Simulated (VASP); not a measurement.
# K (Cmmm) in VASP: further runs

K is run at these levels: PBE; tasks: single point.

Program: VASP 6.6.1. These are calculated values, not measurements. Logs are shortened: lines on timing, memory, paths and dates and some standing lists are left out, and cuts for length are marked.

## (1) The cell of the first run

The typed cell holds 5 atoms: a = 6.087 Å, b = 6.087 Å, c = 11.409 Å, α = 90.00°, β = 90.00°, γ = 89.99°.

## (2) Single point, PBE

INCAR reads:

```
PREC = Accurate
ENCUT = 520
EDIFF = 1E-7
ISMEAR = 0
SIGMA = 0.1
LREAL = False
LASPH = True
NELM = 80
ALGO = Fast
ISIF = 2
LWAVE = False
LCHARG = False
GGA = PE
NBANDS = 30
```

KPOINTS reads:

```
Automatic mesh
0
Gamma
  6 6 4
```

POSCAR reads:

```
K
1.0
    4.3041050359     -4.3035535485      0.0000000000
    4.3041050359      4.3035535485      0.0000000000
    0.0000000000      0.0000000000     11.4093034212
K
5
Direct
    0.5000000000      0.0000000000      0.3099949661
    0.0000000000      0.5000000000      0.6900050339
    0.0000000000      0.5000000000      0.3099949661
    0.5000000000      0.0000000000      0.6900050339
    0.0000000000      0.0000000000      0.0000000000
```

Potentials or basis: VASP PAW PBE potentials, release 64 (K_sv).

Launch:

```bash
$ cat potpaw_PBE.64/K_sv/POTCAR > POTCAR
$ mpirun -np 1 vasp_std > vasp.out
```

OUTCAR:

```text
PREC = Accurate
   ENCUT = 520
   EDIFF = 1E-7
   ISMEAR = 0
   LREAL = False
   LASPH = True
   NELM = 80
   ISIF = 2
   GGA = PE

 ion  position               nearest neighbor table
   1  0.500  0.000  0.310-
   2  0.000  0.500  0.690-
   3  0.000  0.500  0.310-
   4  0.500  0.000  0.690-
   5  0.000  0.000  0.000-

  LATTYP: Found a base centered orthorhombic cell.
 ALAT       =     8.6071070970
 B/A-ratio  =     1.0001281470
 C/A-ratio  =     1.3255677306

  Lattice vectors:

 A1 = (  -4.3041050359,  -4.3035535485,   0.0000000000)
 A2 = (   4.3041050359,  -4.3035535485,   0.0000000000)
 A3 = (   0.0000000000,   0.0000000000,  11.4093034212)

Analysis of symmetry for initial positions (statically):
=====================================================================
 Subroutine PRICEL returns:
 Original cell was already a primitive cell.

 Routine SETGRP: Setting up the symmetry group for a
 base centered orthorhombic supercell.

 Subroutine GETGRP returns: Found  8 space group operations
 (whereof  8 operations were pure point group operations)
 out of a pool of  8 trial point group operations.

The static configuration has the point symmetry D_2h.

Analysis of symmetry for dynamics (positions and initial velocities):
=====================================================================
 Subroutine PRICEL returns:
 Original cell was already a primitive cell.

 Routine SETGRP: Setting up the symmetry group for a
 base centered orthorhombic supercell.

 Subroutine GETGRP returns: Found  8 space group operations
 (whereof  8 operations were pure point group operations)
 out of a pool of  8 trial point group operations.

The dynamic configuration has the point symmetry D_2h.

 Subroutine INISYM returns: Found  8 space group operations
 (whereof  8 operations are pure point group operations),
 and found     1 'primitive' translations

----------------------------------------------------------------------------------------

                                     Primitive cell

  volume of cell :     422.6678

  direct lattice vectors                    reciprocal lattice vectors
     4.304105036 -4.303553549  0.000000000     0.116168169 -0.116183055  0.000000000
     4.304105036  4.303553549  0.000000000     0.116168169  0.116183055  0.000000000
     0.000000000  0.000000000 11.409303421     0.000000000  0.000000000  0.087647770

  length of vectors
     6.086533768  6.086533768 11.409303421     0.164297126  0.164297126  0.087647770

  position of ions in fractional coordinates (direct lattice)
     0.500000000  0.000000000  0.309994966
     0.000000000  0.500000000  0.690005034
     0.000000000  0.500000000  0.309994966
     0.500000000  0.000000000  0.690005034
     0.000000000  0.000000000  0.000000000

  ion indices of the primitive-cell ions
   primitive index   ion index
                 1           1
                 2           2
                 3           3
                 4           4
                 5           5

----------------------------------------------------------------------------------------

 KPOINTS: Automatic mesh

Automatic generation of k-mesh.
 Grid dimensions read from file:
 generate k-points for:    6    6    4

 Generating k-lattice:

  Cartesian coordinates                     Fractional coordinates (reciprocal lattice)
     0.019361361 -0.019363843  0.000000000     0.166666667  0.000000000  0.000000000
     0.019361361  0.019363843  0.000000000     0.000000000  0.166666667  0.000000000
     0.000000000  0.000000000  0.021911942     0.000000000  0.000000000  0.250000000

  Length of vectors
     0.027382854  0.027382854  0.021911942

  Shift w.r.t. Gamma in fractional coordinates (k-lattice)
     0.000000000  0.000000000  0.000000000

 Subroutine IBZKPT returns following result:
 ===========================================

 Found     39 irreducible k-points:

 Following reciprocal coordinates:
            Coordinates               Weight
  0.000000  0.000000  0.000000      1.000000
  0.166667  0.000000  0.000000      4.000000
  0.333333 -0.000000  0.000000      4.000000
  0.500000  0.000000  0.000000      2.000000
  0.166667  0.166667  0.000000      2.000000
  0.333333  0.166667  0.000000      4.000000
[... 16 lines left out ...]
  0.333333  0.333333  0.250000      4.000000
  0.500000  0.333333  0.250000      8.000000
 [... further k-points ...]
   k-points           NKPTS =     39   k-points in BZ     NKDIM =     39   number of bands    NBANDS=     30
   number of dos      NEDOS =    301   number of ions     NIONS =      5
   total plane-waves  NPLWV = 207360
   dimension x,y,z NGX =    48 NGY =   48 NGZ =   90
   dimension x,y,z NGXF=    96 NGYF=   96 NGZF=  180
   ions per type =               5
   NGX,Y,Z   is equivalent  to a cutoff of  13.11, 13.11, 13.11 a.u.
   NGXF,Y,Z  is equivalent  to a cutoff of  26.22, 26.22, 26.23 a.u.
 SYSTEM =  unknown system
   PREC   = accura    normal or accurate (medium, high low for compatibility)
   ISTART =      0    job   : 0-new  1-cont  2-samecut
   ICHARG =      2    charge: 1-file 2-atom 10-const
   ISPIN  =      1    spin polarized calculation?
   LNONCOLLINEAR =      F non collinear calculations
   LSORBIT =      F    spin-orbit coupling
   LASPH  =      T    aspherical Exc in radial PAW
   ENCUT  =  520.0 eV  38.22 Ry    6.18 a.u.  11.32 11.32 21.21*2*pi/ulx,y,z
   NELM   =     80;   NELMIN=  2; NELMDL= -5     # of ELM steps
   EDIFF  = 0.1E-06   stopping-criterion for ELM
   LREAL  =      F    real-space projection
   EDIFFG = 0.1E-05   stopping-criterion for IOM
   NSW    =      0    number of steps for IOM
   IBRION =     -1    ionic relax: 0-MD 1-quasi-New 2-CG
   NFREE  =      0    steps in history (QN), initial steepest desc. (CG)
   ISIF   =      2    stress and relaxation
   ISYM   =      2    0-nonsym 1-usesym 2-fastsym
   POTIM  = 0.5000    time-step for ionic-motion
   TEBEG  =    0.0;   TEEND  =   0.0 temperature during run
   PSTRESS=    0.0 pullay stress
   NELECT =      45.0000    total number of electrons
   NUPDOWN=      -1.0000    fix difference up-down
   EMIN   =  10.00;   EMAX   =-10.00  energy-range for DOS
   EFERMI =   0.00;   METHOD = LEGACY
   ISMEAR =     0;   SIGMA  =   0.10  broadening in eV -4-tet -1-fermi 0-gaus
   EFERMI_NEDOS =   21; number of points for ismear=-14 and -15
   IALGO  =     68    algorithm
   IMIX   =      4    mixing-type and parameters
     AMIX     =   0.40;   BMIX     =  1.00
     AMIX_MAG =   1.60;   BMIX_MAG =  1.00
  volume/ion in A,a.u.               =      84.53       570.46
  Fermi-wavevector in a.u.,A,eV,Ry     =   0.775912  1.466262  8.191249  0.602040
  Thomas-Fermi vector in A             =   1.878279
   LORBIT       =      0    0 simple, 1 ext, 2 COOP (PROOUT), +10 PAW based schemes
   GGA     = PE    functional components
   LHFCALC =     F    Hartree Fock is set to
   AEXX    =    0.0000 exact exchange contribution
   IVDW    =     0    specifies the selected vdW correction
   LEPSILON=     F    determine dielectric tensor
   LRPA    =     F    only Hartree local field effects (RPA)
 non-spin polarized calculation
 RMM-DIIS sequential band-by-band and
 Gauss-broadening in eV      SIGMA  =   0.10
  energy-cutoff  :      520.00
  volume of cell :      422.67
 maximum number of plane-waves:     11414
 NGX is ok and might be reduce to    48
   NGX = 23   NGY = 23   NGZ = 43

 number of electron      45.0000003 magnetization

 Free energy of the ion-electron system (eV)
  ---------------------------------------------------
  ext. energy  EPLUGINS =         0.00000000
  ---------------------------------------------------
  free energy    TOTEN  =        -4.68623956 eV

  energy without entropy =       -4.65924192  energy(sigma->0) =       -4.67274074

 E-fermi :  -0.3430     XC(G=0):  -5.2846

 val. band max:       -0.3505340736   @ k =   0.5000   0.5000   0.0000
 cond. band min:      -0.3374834875   @ k =   0.3333   0.3333   0.0000
 fundamental gap:      0.0130505861
 Fermi energy:        -0.3429664266

 k-point     1 :       0.0000    0.0000    0.0000
  band No.  band energies     occupation
      1     -32.7059      2.00000
      2     -32.7040      2.00000
      3     -32.6976      2.00000
      4     -32.6957      2.00000
      5     -32.6814      2.00000
      6     -16.2217      2.00000
[... 22 lines left out ...]
     29       1.8257      0.00000
     30       2.0044      0.00000

 k-point     2 :       0.1667    0.0000    0.0000
  band No.  band energies     occupation
      1     -32.7054      2.00000
      2     -32.7034      2.00000
      3     -32.6981      2.00000
      4     -32.6963      2.00000
      5     -32.6814      2.00000
      6     -16.2171      2.00000
[... 22 lines left out ...]
     29       1.8574      0.00000
     30       2.0508      0.00000

 k-point     3 :       0.3333   -0.0000    0.0000
  band No.  band energies     occupation
      1     -32.7038      2.00000
      2     -32.7019      2.00000
      3     -32.6996      2.00000
      4     -32.6978      2.00000
      5     -32.6814      2.00000
      6     -16.2093      2.00000
[... 22 lines left out ...]
     29       1.9778      0.00000
     30       2.3083      0.00000

 k-point     4 :       0.5000    0.0000    0.0000
  band No.  band energies     occupation
      1     -32.7017      2.00000
      2     -32.7017      2.00000
      3     -32.6998      2.00000
      4     -32.6998      2.00000
      5     -32.6814      2.00000
      6     -16.2070      2.00000
[... 22 lines left out ...]
     29       2.1285      0.00000
     30       2.1481      0.00000

 k-point     5 :       0.1667    0.1667    0.0000
  band No.  band energies     occupation
      1     -32.7049      2.00000
      2     -32.7029      2.00000
      3     -32.6986      2.00000
      4     -32.6968      2.00000
      5     -32.6814      2.00000
      6     -16.2241      2.00000
[... 22 lines left out ...]
     29       1.6660      0.00000
     30       1.7776      0.00000
[... 526 lines left out ...]
     29       1.4815      0.00000
     30       1.8836      0.00000

 k-point    22 :      -0.1667    0.1667    0.2500
  band No.  band energies     occupation
      1     -32.7048      2.00000
      2     -32.7030      2.00000
      3     -32.6986      2.00000
      4     -32.6968      2.00000
      5     -32.6814      2.00000
      6     -16.2239      2.00000
[... 22 lines left out ...]
     29       1.6582      0.00000
     30       1.9703      0.00000

 k-point    23 :       0.3333    0.3333    0.2500
  band No.  band energies     occupation
      1     -32.7027      2.00000
      2     -32.7009      2.00000
      3     -32.7007      2.00000
      4     -32.6988      2.00000
      5     -32.6814      2.00000
      6     -16.2299      2.00000
[... 22 lines left out ...]
     29       1.2676      0.00000
     30       1.6403      0.00000

 k-point    24 :       0.5000    0.3333    0.2500
  band No.  band energies     occupation
      1     -32.7017      2.00000
      2     -32.7017      2.00000
      3     -32.6998      2.00000
      4     -32.6998      2.00000
      5     -32.6814      2.00000
      6     -16.2291      2.00000
[... 22 lines left out ...]
     29       0.9717      0.00000
     30       1.1527      0.00000

 [... further k-points ...]
[... 5 lines left out ...]
  --------------------------------------------------------------------------------------
  -------------------------------------------------------------------------------------
  Total       -0.0028268     -0.0007381     -0.0676342      0.0000000      0.0000000      0.0000000
  in kB       -0.0107153     -0.0027979     -0.2563761      0.0000000      0.0000000      0.0000000
  external PRESSURE =      -0.0899631 kB  Pullay stress =       0.0000000 kB

 VOLUME and BASIS-vectors are now :
 -----------------------------------------------------------------------------
  energy-cutoff  :      520.00
  volume of cell :      422.67
      direct lattice vectors                 reciprocal lattice vectors
     4.304105036 -4.303553549  0.000000000     0.116168169 -0.116183055  0.000000000
     4.304105036  4.303553549  0.000000000     0.116168169  0.116183055  0.000000000
     0.000000000  0.000000000 11.409303421     0.000000000  0.000000000  0.087647770

 POSITION                                       TOTAL-FORCE (eV/Angst)
 -----------------------------------------------------------------------------------
      2.15205     -2.15178      3.53683         0.000000      0.000000     -0.000783
      2.15205      2.15178      7.87248        -0.000000     -0.000000      0.000783
      2.15205      2.15178      3.53683         0.000000      0.000000     -0.000783
      2.15205     -2.15178      7.87248         0.000000     -0.000000      0.000783
      0.00000      0.00000      0.00000        -0.000000      0.000000      0.000000
 -----------------------------------------------------------------------------------
    total drift:                                0.000000      0.000000     -0.000000

  FREE ENERGIE OF THE ION-ELECTRON SYSTEM (eV)
  ---------------------------------------------------
  free  energy   TOTEN  =        -4.6862395566 eV

  energy  without entropy=       -4.6592419211  energy(sigma->0) =       -4.67274074
```

Wall time 11 min (1 thread of Intel Xeon 6975P-C (Granite Rapids), shared host); peak memory 0.67 GiB.

Results:

- Free energy: -4.6862 eV
- Pressure: 0.0 GPa
- Band gap on the k mesh: zero (an odd number of electrons rules out a gap without spin polarisation)

## (3) Single point, PBE

INCAR reads:

```
SYSTEM = K
  PREC = Accurate
  ENCUT = 520
  EDIFF = 1E-7
  ISMEAR = 0
  SIGMA = 0.1
  LREAL = .FALSE.
  LASPH = .TRUE.
  NELM = 100
  ALGO = Fast
  ISIF = 2
  LWAVE = .FALSE.
  LCHARG = .FALSE.
  GGA = PE
  NBANDS = 30
```

KPOINTS reads:

```
Automatic mesh
0
G
  6 6 6
  0 0 0
```

POSCAR is that of step 2.

Potentials or basis: VASP PAW PBE potentials, release 64 (K_sv).

Launch:

```bash
$ cat potpaw_PBE.64/K_sv/POTCAR > POTCAR
$ mpirun -np 1 vasp_std > vasp.out
```

Run time: 16 min. Hardware: 1 thread of Intel Xeon 6975P-C (Granite Rapids), shared host; peak memory 0.74 GiB.

Results (log left out):

```
Free energy            : -4.6895 eV
Pressure               : 0.0 GPa
Band gap on the k mesh : zero (an odd number of electrons rules out a gap without spin polarisation)
```

Levels at points of the mesh, in eV from the Fermi level:
```
           k point  band 18  band 19  band 20  band 21  band 22  band 23  band 24  band 25  band 26  band 27
(0.00, 0.00, 0.00)   -15.79   -15.79   -15.77    -2.02    -0.94    -0.54     1.14     1.77     1.87     2.01
(0.50, 0.00, 0.00)   -15.80   -15.80   -15.77    -1.01    -0.81     0.07     0.21     0.28     0.46     2.06
(0.50, 0.50, 0.00)   -15.78   -15.78   -15.78     0.01     0.05     0.05     0.28     0.90     0.90     1.06
(0.00, 0.00, 0.50)   -15.79   -15.79   -15.78    -1.79    -1.60     0.60     0.68     1.30     1.57     2.08
(0.50, 0.00, 0.50)   -15.79   -15.79   -15.78    -0.71    -0.69    -0.67    -0.33     1.28     1.35     1.53
(0.50, 0.50, 0.50)   -15.78   -15.78   -15.78     0.18     0.23     0.23     0.31     0.39     0.52     0.52
```
